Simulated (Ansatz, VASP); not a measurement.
**One calculation of HfSc2, two programs**

```
CELL_PARAMETERS angstrom
-1.78828 1.78828 4.38687
1.78828 -1.78828 4.38687
1.78828 1.78828 -4.38687
ATOMIC_POSITIONS crystal
Hf 0.00000 0.00000 0.00000
Sc 0.66500 0.66500 0.00000
Sc 0.33500 0.33500 0.00000
```

Alike in both runs: task relaxation of cell and atoms; functional PBE; k mesh 6 × 6 × 6; occupations gaussian, width 0.1 eV; no spin polarisation.

```csv
,VASP,Ansatz
version,VASP 6.6.1,Ansatz 0.2.0
potentials or method,"VASP PAW PBE potentials, release 64 (Hf_pv, Sc_sv), cutoff 600 eV","scalar-relativistic, plane waves, PAW"
valence electrons in the cell,32,48
```

VASP gave:

| Item | Value |
| --- | --- |
| gap on the k mesh at the Fermi level, each at its own relaxed structure (eV) | none |
| relaxed volume (Å³/atom) | 23.56 |
| relaxed length of the cell vector where the two differ most in proportion (Å) | 5.710 |

Estimate Ansatz's values.

gap on the k mesh at the Fermi level, each at its own relaxed structure (eV): none; relaxed volume (Å³/atom): 23.55; relaxed length of the cell vector where the two differ most in proportion (Å): 5.649.

A gap of «none» marks a metal or a gap that the smearing closes. VASP's potentials hold 32 valence electrons a cell and Ansatz's 48, so a difference there can come from the potentials and not from the codes.

The k mesh is coarse, so the values compare programs but aren't converged. Neither program's run includes spin-orbit coupling. Noted on VASP's run: the volume moved by over 15 % at a fixed basis, so the end points are rough.
